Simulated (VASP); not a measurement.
# CsNiN (P-6m2) in VASP: a series of runs

The runs below take CsNiN through single point, with PBE+U.

Everything below comes from runs of VASP 6.6.1. Logs are shortened: lines on timing, memory, paths and dates and some standing lists are left out, and cuts for length are marked.

### Step 1. The cell of the first run

The structure is hexagonal, space group P-6m2 (No. 187). The conventional cell has a = 5.537 Å, b = 5.537 Å, c = 3.447 Å, α = 90.00°, β = 90.00°, γ = 120.00°. Cs (site symmetry -6m2) has 3 N at 3.20 Å and 2 Cs at 3.45 Å and 6 Ni at 3.63 Å within 4.2 Å. Ni (site symmetry -6m2) has 2 N at 1.72 Å within 2.3 Å. N (site symmetry -6m2) has 2 Ni at 1.72 Å within 2.3 Å.

### Step 2. Single point, PBE+U, collinear spin, ferromagnetic start

The input, INCAR:

```
PREC = Accurate
ENCUT = 600
EDIFF = 1E-6
ISMEAR = -1
SIGMA = 0.1
LREAL = F
LASPH = T
NELM = 200
ALGO = Normal
ISIF = 2
LWAVE = F
LCHARG = F
ISPIN = 2
MAGMOM = 0 1 0
LORBIT = 11
LMAXMIX = 4
LDAU = T
LDAUTYPE = 2
LDAUL = -1 2 -1
LDAUU = 0 2 0
LDAUJ = 0 0 0
LDAUPRINT = 1
GGA = PE
NBANDS = 23
GGA_COMPAT = F
```

The input, KPOINTS:

```
regular mesh
0
Gamma
  7 7 10
```

The input, POSCAR:

```
CsNiN
1.0
    5.5369660000      0.0000000000      0.0000000000
   -2.7684830000      4.7951532159      0.0000000000
    0.0000000000      0.0000000000      3.4466570000
Cs Ni N
1 1 1
Direct
    0.6666666667      0.3333333333      0.5000000000
    0.3333333333      0.6666666667      0.0000000000
    0.3333333333      0.6666666667      0.5000000000
```

Potentials or basis: VASP PAW PBE potentials, release 64 (Cs_sv, Ni, N).

Run with:

```
cat potpaw_PBE.64/Cs_sv/POTCAR potpaw_PBE.64/Ni/POTCAR potpaw_PBE.64/N/POTCAR > POTCAR
mpirun -np 1 vasp_std > vasp.out
```

OUTCAR:

```text
PREC = Accurate
   ENCUT = 600
   EDIFF = 1E-6
   ISMEAR = -1
   LREAL = F
   LASPH = T
   NELM = 200
   ISIF = 2
   ISPIN = 2
   LORBIT = 11
   GGA = PE

 ion  position               nearest neighbor table
   1  0.667  0.333  0.500-
   2  0.333  0.667  0.000-   3 1.72   3 1.72
   3  0.333  0.667  0.500-   2 1.72   2 1.72

  LATTYP: Found a hexagonal cell.
 ALAT       =     5.5369660000
 C/A-ratio  =     0.6224811566

  Lattice vectors:

 A1 = (   5.5369660000,   0.0000000000,   0.0000000000)
 A2 = (  -2.7684830000,   4.7951532159,   0.0000000000)
 A3 = (   0.0000000000,   0.0000000000,   3.4466570000)

Analysis of symmetry for initial positions (statically):
=====================================================================
 Subroutine PRICEL returns:
 Original cell was already a primitive cell.

 Routine SETGRP: Setting up the symmetry group for a
 hexagonal supercell.

 Subroutine GETGRP returns: Found 12 space group operations
 (whereof 12 operations were pure point group operations)
 out of a pool of 24 trial point group operations.

The static configuration has the point symmetry D_3h.

Analysis of symmetry for dynamics (positions and initial velocities):
=====================================================================
 Subroutine PRICEL returns:
 Original cell was already a primitive cell.

 Routine SETGRP: Setting up the symmetry group for a
 hexagonal supercell.

 Subroutine GETGRP returns: Found 12 space group operations
 (whereof 12 operations were pure point group operations)
 out of a pool of 24 trial point group operations.

The dynamic configuration has the point symmetry D_3h.

Analysis of structural, dynamic, and magnetic symmetry:
=====================================================================
 Subroutine PRICEL returns:
 Original cell was already a primitive cell.

 Routine SETGRP: Setting up the symmetry group for a
 hexagonal supercell.

 Subroutine GETGRP returns: Found 12 space group operations
 (whereof 12 operations were pure point group operations)
 out of a pool of 24 trial point group operations.

The overall configuration has the point symmetry D_3h.

 Subroutine INISYM returns: Found 12 space group operations
 (whereof 12 operations are pure point group operations),
 and found     1 'primitive' translations

----------------------------------------------------------------------------------------

                                     Primitive cell

  volume of cell :      91.5108

  direct lattice vectors                    reciprocal lattice vectors
     5.536966000  0.000000000  0.000000000     0.180604324  0.104271955  0.000000000
    -2.768483000  4.795153216  0.000000000     0.000000000  0.208543910  0.000000000
     0.000000000  0.000000000  3.446657000     0.000000000  0.000000000  0.290136210

  length of vectors
     5.536966000  5.536966000  3.446657000     0.208543910  0.208543910  0.290136210

  position of ions in fractional coordinates (direct lattice)
     0.666666667  0.333333333  0.500000000
     0.333333333  0.666666667  0.000000000
     0.333333333  0.666666667  0.500000000

  ion indices of the primitive-cell ions
   primitive index   ion index
                 1           1
                 2           2
                 3           3

----------------------------------------------------------------------------------------

 KPOINTS: regular mesh

Automatic generation of k-mesh.
 Grid dimensions read from file:
 generate k-points for:    7    7   10

 Generating k-lattice:

  Cartesian coordinates                     Fractional coordinates (reciprocal lattice)
     0.025800618  0.014895994  0.000000000     0.142857143  0.000000000  0.000000000
     0.000000000  0.029791987  0.000000000     0.000000000  0.142857143  0.000000000
     0.000000000  0.000000000  0.029013621     0.000000000  0.000000000  0.100000000

  Length of vectors
     0.029791987  0.029791987  0.029013621

  Shift w.r.t. Gamma in fractional coordinates (k-lattice)
     0.000000000  0.000000000  0.000000000

 Subroutine IBZKPT returns following result:
 ===========================================

 Found     48 irreducible k-points:

 Following reciprocal coordinates:
            Coordinates               Weight
  0.000000  0.000000  0.000000      1.000000
  0.142857  0.000000  0.000000      6.000000
  0.285714  0.000000  0.000000      6.000000
  0.428571  0.000000  0.000000      6.000000
  0.142857  0.142857  0.000000      6.000000
  0.285714  0.142857  0.000000     12.000000
[... 16 lines left out ...]
  0.428571  0.142857  0.200000     12.000000
  0.285714  0.285714  0.200000     12.000000
 [... further k-points ...]
   k-points           NKPTS =     48   k-points in BZ     NKDIM =     48   number of bands    NBANDS=     23
   number of dos      NEDOS =    301   number of ions     NIONS =      3
   total plane-waves  NPLWV =  64512
   dimension x,y,z NGX =    48 NGY =   48 NGZ =   28
   dimension x,y,z NGXF=    96 NGYF=   96 NGZF=   56
   ions per type =               1   1   1
   NGX,Y,Z   is equivalent  to a cutoff of  14.41, 14.41, 13.51 a.u.
   NGXF,Y,Z  is equivalent  to a cutoff of  28.82, 28.82, 27.01 a.u.
 SYSTEM =  unknown system
   PREC   = accura    normal or accurate (medium, high low for compatibility)
   ISTART =      0    job   : 0-new  1-cont  2-samecut
   ICHARG =      2    charge: 1-file 2-atom 10-const
   ISPIN  =      2    spin polarized calculation?
   LNONCOLLINEAR =      F non collinear calculations
   LSORBIT =      F    spin-orbit coupling
   LASPH  =      T    aspherical Exc in radial PAW
   ENCUT  =  600.0 eV  44.10 Ry    6.64 a.u.  11.06 11.06  6.88*2*pi/ulx,y,z
   NELM   =    200;   NELMIN=  2; NELMDL= -5     # of ELM steps
   EDIFF  = 0.1E-05   stopping-criterion for ELM
   LREAL  =      F    real-space projection
   EDIFFG = 0.1E-04   stopping-criterion for IOM
   NSW    =      0    number of steps for IOM
   IBRION =     -1    ionic relax: 0-MD 1-quasi-New 2-CG
   NFREE  =      0    steps in history (QN), initial steepest desc. (CG)
   ISIF   =      2    stress and relaxation
   ISYM   =      2    0-nonsym 1-usesym 2-fastsym
   POTIM  = 0.5000    time-step for ionic-motion
   TEBEG  =    0.0;   TEEND  =   0.0 temperature during run
   PSTRESS=    0.0 pullay stress
   NELECT =      24.0000    total number of electrons
   NUPDOWN=      -1.0000    fix difference up-down
   EMIN   =  10.00;   EMAX   =-10.00  energy-range for DOS
   EFERMI =   0.00;   METHOD = LEGACY
   ISMEAR =    -1;   SIGMA  =   0.10  broadening in eV -4-tet -1-fermi 0-gaus
   EFERMI_NEDOS =   21; number of points for ismear=-14 and -15
   IALGO  =     38    algorithm
   IMIX   =      4    mixing-type and parameters
     AMIX     =   0.40;   BMIX     =  1.00
     AMIX_MAG =   1.60;   BMIX_MAG =  1.00
  volume/ion in A,a.u.               =      30.50       205.85
  Fermi-wavevector in a.u.,A,eV,Ry     =   1.047903  1.980250 14.940569  1.098101
  Thomas-Fermi vector in A             =   2.182803
   LORBIT       =     11    0 simple, 1 ext, 2 COOP (PROOUT), +10 PAW based schemes
 LDA+U is selected, type is set to LDAUTYPE =  2
   angular momentum for each species LDAUL =    -1    2   -1
   U (eV)           for each species LDAUU =   0.0  2.0  0.0
   J (eV)           for each species LDAUJ =   0.0  0.0  0.0
   GGA     = PE    functional components
   LHFCALC =     F    Hartree Fock is set to
   AEXX    =    0.0000 exact exchange contribution
   IVDW    =     0    specifies the selected vdW correction
   LEPSILON=     F    determine dielectric tensor
   LRPA    =     F    only Hartree local field effects (RPA)
 spin polarized calculation
  energy-cutoff  :      600.00
  volume of cell :       91.51
 maximum number of plane-waves:      3110
 NGX is ok and might be reduce to    48
   NGX = 23   NGY = 23   NGZ = 13

 number of electron      23.9999998 magnetization      -0.0005821

atom =   2  type =  2  l = 2

 onsite density matrix

spin component  1

  0.9366  0.0000 -0.0000  0.0000 -0.0000
  0.0000  0.7390 -0.0000  0.0000  0.0000
 -0.0000 -0.0000  0.8643  0.0000  0.0000
  0.0000  0.0000  0.0000  0.7390  0.0000
 -0.0000  0.0000  0.0000  0.0000  0.9366

spin component  2

  0.9366  0.0000 -0.0000  0.0000 -0.0000
  0.0000  0.7390 -0.0000  0.0000  0.0000
 -0.0000 -0.0000  0.8643  0.0000  0.0000
  0.0000  0.0000  0.0000  0.7390  0.0000
 -0.0000  0.0000  0.0000  0.0000  0.9366

 occupancies and eigenvectors

  o =  0.7390  v =  0.0000  0.0000  0.0000  0.0000  0.0000  0.0000 -0.0000  0.0000 -1.0000 -0.0000      0.0000  0.0000  0.0000  0.0000  0.0000  0.0000  0.0000  0.0000  0.0000  0.0000
  o =  0.7390  v =  0.0000  0.0000  0.0000  0.0000  0.0000  0.0000 -1.0000 -0.0000  0.0000 -0.0000      0.0000  0.0000  0.0000  0.0000  0.0000  0.0000  0.0000  0.0000  0.0000  0.0000
  o =  0.7390  v =  0.0000  0.0001  0.0000 -1.0000 -0.0000  0.0000  0.0000  0.0000  0.0000  0.0000      0.0000  0.0000  0.0000  0.0000  0.0000  0.0000  0.0000  0.0000  0.0000  0.0000
  o =  0.7390  v =  0.0000 -1.0000 -0.0000 -0.0001 -0.0000  0.0000  0.0000  0.0000  0.0000  0.0000      0.0000  0.0000  0.0000  0.0000  0.0000  0.0000  0.0000  0.0000  0.0000  0.0000
  o =  0.8643  v =  0.0000  0.0000  0.0000  0.0000  0.0000  0.0000 -0.0000  1.0000  0.0000 -0.0000      0.0000  0.0000  0.0000  0.0000  0.0000  0.0000  0.0000  0.0000  0.0000  0.0000
  o =  0.8643  v =  0.0000 -0.0000  1.0000  0.0000 -0.0000  0.0000  0.0000  0.0000  0.0000  0.0000      0.0000  0.0000  0.0000  0.0000  0.0000  0.0000  0.0000  0.0000  0.0000  0.0000
  o =  0.9366  v =  0.0000  0.0000  0.0000  0.0000  0.0000  1.0000  0.0000  0.0000  0.0000  0.0000      0.0000  0.0000  0.0000  0.0000  0.0000  0.0000  0.0000  0.0000  0.0000  0.0000
  o =  0.9366  v =  0.0000  0.0000  0.0000  0.0000  0.0000  0.0000  0.0000 -0.0000  0.0000 -1.0000      0.0000  0.0000  0.0000  0.0000  0.0000  0.0000  0.0000  0.0000  0.0000  0.0000
  o =  0.9366  v =  1.0000  0.0000  0.0000  0.0000  0.0000  0.0000  0.0000  0.0000  0.0000  0.0000      0.0000  0.0000  0.0000  0.0000  0.0000  0.0000  0.0000  0.0000  0.0000  0.0000
  o =  0.9366  v =  0.0000  0.0000 -0.0000  0.0000 -1.0000  0.0000  0.0000  0.0000  0.0000  0.0000      0.0000  0.0000  0.0000  0.0000  0.0000  0.0000  0.0000  0.0000  0.0000  0.0000

 number of electron      23.9999998 magnetization       0.0001003

 Free energy of the ion-electron system (eV)
  ---------------------------------------------------
  ext. energy  EPLUGINS =         0.00000000
  ---------------------------------------------------
  free energy    TOTEN  =       -13.05643420 eV

  energy without entropy =      -13.03947488  energy(sigma->0) =      -13.04795454

 E-fermi :   1.4068     XC(G=0):  -7.6228

 val. band max:        1.1167693920   @ k =   0.4286   0.1429   0.2000
 cond. band min:       1.7199616399   @ k =   0.4286   0.0000   0.3000
 fundamental gap:      0.6031922479
 Fermi energy:         1.4067823020

 spin component 1

 k-point     1 :       0.0000    0.0000    0.0000
  band No.  band energies     occupation
      1     -20.8722      1.00000
      2     -12.7093      1.00000
      3      -7.6417      1.00000
      4      -7.6417      1.00000
      5      -6.3611      1.00000
      6      -0.8223      1.00000
[... 613 lines left out ...]
     22      11.0282      0.00000
     23      12.3413      0.00000

 [... further k-points ...]

 spin component 2

 k-point     1 :       0.0000    0.0000    0.0000
  band No.  band energies     occupation
      1     -20.8722      1.00000
      2     -12.7093      1.00000
      3      -7.6417      1.00000
      4      -7.6417      1.00000
      5      -6.3611      1.00000
      6      -0.8222      1.00000
[... 613 lines left out ...]
     22      11.0283      0.00000
     23      12.3413      0.00000

 [... further k-points ...]

------------------------ aborting loop because EDIFF is reached ----------------------------------------

  FORCE on cell =-STRESS in cart. coord.  units (eV):
  Direction    XX          YY          ZZ          XY          YZ          ZX
  --------------------------------------------------------------------------------------
  -------------------------------------------------------------------------------------
  Total       -0.0247552     -0.0247552     -0.9910250      0.0000000     -0.0000000      0.0000000
  in kB       -0.4334155     -0.4334155    -17.3509317      0.0000000     -0.0000000      0.0000000
  external PRESSURE =      -6.0725875 kB  Pullay stress =       0.0000000 kB

 VOLUME and BASIS-vectors are now :
 -----------------------------------------------------------------------------
  energy-cutoff  :      600.00
  volume of cell :       91.51
      direct lattice vectors                 reciprocal lattice vectors
     5.536966000  0.000000000  0.000000000     0.180604324  0.104271955  0.000000000
    -2.768483000  4.795153216  0.000000000     0.000000000  0.208543910  0.000000000
     0.000000000  0.000000000  3.446657000     0.000000000  0.000000000  0.290136210

 POSITION                                       TOTAL-FORCE (eV/Angst)
 -----------------------------------------------------------------------------------
      2.76848      1.59838      1.72333         0.000000      0.000000      0.000000
     -0.00000      3.19677      0.00000         0.000000      0.000000      0.000000
     -0.00000      3.19677      1.72333        -0.000000      0.000000      0.000000
 -----------------------------------------------------------------------------------
    total drift:                                0.000000     -0.000000     -0.000000

  FREE ENERGIE OF THE ION-ELECTRON SYSTEM (eV)
  ---------------------------------------------------
  free  energy   TOTEN  =       -13.0564342010 eV

  energy  without entropy=      -13.0394748819  energy(sigma->0) =      -13.04795454

 total charge

# of ion       s       p       d       tot
------------------------------------------
    1        1.836   4.697   0.053   6.587
    2        0.617   0.614   8.400   9.630
    3        1.278   2.327   0.000   3.605
--------------------------------------------------
tot          3.731   7.638   8.453  19.822

 magnetization (x)

# of ion       s       p       d       tot
------------------------------------------
    1       -0.000  -0.000  -0.000  -0.000
    2       -0.000  -0.000   0.000   0.000
    3        0.000   0.000   0.000   0.000
--------------------------------------------------
tot         -0.000   0.000   0.000   0.000
```

It took 2.3 min on 1 thread of Intel Xeon 6975P-C (Granite Rapids), shared host; peak memory 0.42 GiB.

Results:

```yaml
Free_energy: -13.0564 eV
Pressure: -0.6 GPa
Band_gap_on_the_k_mesh: zero (filled and empty bands overlap)
Net_moment: 0.00 μB per cell
Valence_electrons_inside_the_program's_atomic_spheres: Cs 6.59; Ni 9.63; N 3.60
```

Stress tensor (GPa, compression positive):
```
-0.04  0.00  0.00
 0.00 -0.04  0.00
 0.00  0.00 -1.74
```

Levels at points of the mesh, in eV from the Fermi level:
Spin up:
| k point | band 8 | band 9 | band 10 | band 11 | band 12 | band 13 | band 14 | band 15 | band 16 | band 17 |
| --- | --- | --- | --- | --- | --- | --- | --- | --- | --- | --- |
| (0.00, 0.00, 0.00) | -2.15 | -2.02 | -1.88 | -1.88 | -1.48 | -1.48 | 1.95 | 3.37 | 5.03 | 5.03 |
| (0.00, 0.00, 0.50) | -3.93 | -1.54 | -1.54 | -0.89 | 1.37 | 1.37 | 3.02 | 3.02 | 4.61 | 6.09 |
Spin down:
| k point | band 8 | band 9 | band 10 | band 11 | band 12 | band 13 | band 14 | band 15 | band 16 | band 17 |
| --- | --- | --- | --- | --- | --- | --- | --- | --- | --- | --- |
| (0.00, 0.00, 0.00) | -2.15 | -2.02 | -1.88 | -1.88 | -1.48 | -1.48 | 1.95 | 3.37 | 5.03 | 5.03 |
| (0.00, 0.00, 0.50) | -3.93 | -1.54 | -1.54 | -0.89 | 1.37 | 1.37 | 3.02 | 3.02 | 4.61 | 6.09 |

Eigenvalues of the final occupation matrices:
| site | spin | trace | eigenvalues |
| --- | --- | --- | --- |
| site 2 d | 1 | 4.22 | 0.74 0.74 0.86 0.94 0.94 |
| site 2 d | 2 | 4.22 | 0.74 0.74 0.86 0.94 0.94 |

Caveat: the moments typed at the start vanished in this run; spin-orbit coupling is left out, which moves the levels of the heavy elements.

### Step 3. Single point, PBE+U, collinear spin, ferromagnetic start

The input, INCAR:

```
SYSTEM = CsNiN
PREC     = Accurate       ! precision mode
ENCUT    = 600            ! plane-wave cutoff, eV
EDIFF    = 1E-6           ! SCF threshold, eV
ISMEAR   = -1             ! smearing method
SIGMA    = 0.1            ! smearing width, eV
LREAL    = .False.        ! projectors in reciprocal space
LASPH    = .True.         ! aspherical terms in the spheres
NELM     = 200            ! most SCF steps
ALGO     = Normal         ! electronic algorithm
ISIF     = 2              ! what is computed and relaxed
LWAVE    = .False.        ! write WAVECAR
LCHARG   = .False.        ! write CHGCAR
ISPIN    = 2              ! spin polarisation
MAGMOM   = 0 1 0          ! initial moments
LORBIT   = 11             ! projections on sites
LMAXMIX  = 4              ! l up to which the mixer works
LDAU     = .True.         ! DFT+U
LDAUTYPE = 2            
LDAUL    = -1 2 -1        ! shell
LDAUU    = 0 4 0          ! U, eV
LDAUJ    = 0 0 0        
LDAUPRINT= 1            
GGA      = PE             ! functional
NBANDS   = 23             ! bands
GGA_COMPAT= .False.
```

The input, KPOINTS:

```
regular mesh
0
Gamma
  7 7 10
  0 0 0
```

POSCAR is that of step 2.

Potentials or basis: VASP PAW PBE potentials, release 64 (Cs_sv, Ni, N).

Run with:

```
cat potpaw_PBE.64/Cs_sv/POTCAR potpaw_PBE.64/Ni/POTCAR potpaw_PBE.64/N/POTCAR > POTCAR
mpirun -np 1 vasp_std > vasp.out
```

Wall time 2.2 min (1 thread of Intel Xeon 6975P-C (Granite Rapids), shared host); peak memory 0.42 GiB.

Results (log left out):

```
Free energy                                           : -11.8450 eV
Pressure                                              : -1.2 GPa
Band gap on the k mesh                                : zero (filled and empty bands overlap)
Net moment                                            : 0.00 μB per cell
Valence electrons inside the program's atomic spheres : Cs 6.59; Ni 9.71; N 3.60
```

Stress tensor (GPa, compression positive):
```
-0.19  0.00  0.00
 0.00 -0.19  0.00
 0.00  0.00 -3.16
```

Levels at points of the mesh, in eV from the Fermi level:
Spin up:
```
           k point  band 9  band 10  band 11  band 12  band 13  band 14  band 15  band 16
(0.00, 0.00, 0.00)   -1.95    -1.95    -1.91    -1.91    -1.90     1.87     3.33     5.03
(0.00, 0.00, 0.50)   -2.00    -2.00    -0.94     1.36     1.36     3.00     3.00     4.59
```
Spin down:
| k point | band 8 | band 9 | band 10 | band 11 | band 12 | band 13 | band 14 | band 15 | band 16 | band 17 |
| --- | --- | --- | --- | --- | --- | --- | --- | --- | --- | --- |
| (0.00, 0.00, 0.00) | -2.13 | -1.95 | -1.95 | -1.91 | -1.91 | -1.90 | 1.87 | 3.33 | 5.03 | 5.03 |
| (0.00, 0.00, 0.50) | -3.98 | -2.00 | -2.00 | -0.94 | 1.36 | 1.36 | 3.00 | 3.00 | 4.59 | 6.02 |

Eigenvalues of the final occupation matrices:
```
    site  spin  trace               eigenvalues
site 2 d     1   4.26  0.75 0.75 0.88 0.94 0.94
site 2 d     2   4.26  0.75 0.75 0.88 0.94 0.94
```

Caveat: the moments typed at the start vanished in this run; spin-orbit coupling is left out, which moves the levels of the heavy elements. The state reached can hang on the start; a lower one may exist.

(Continued in part 2 of 2.)

The gap in the log of VASP goes by the Fermi energy; the results here count the filled bands.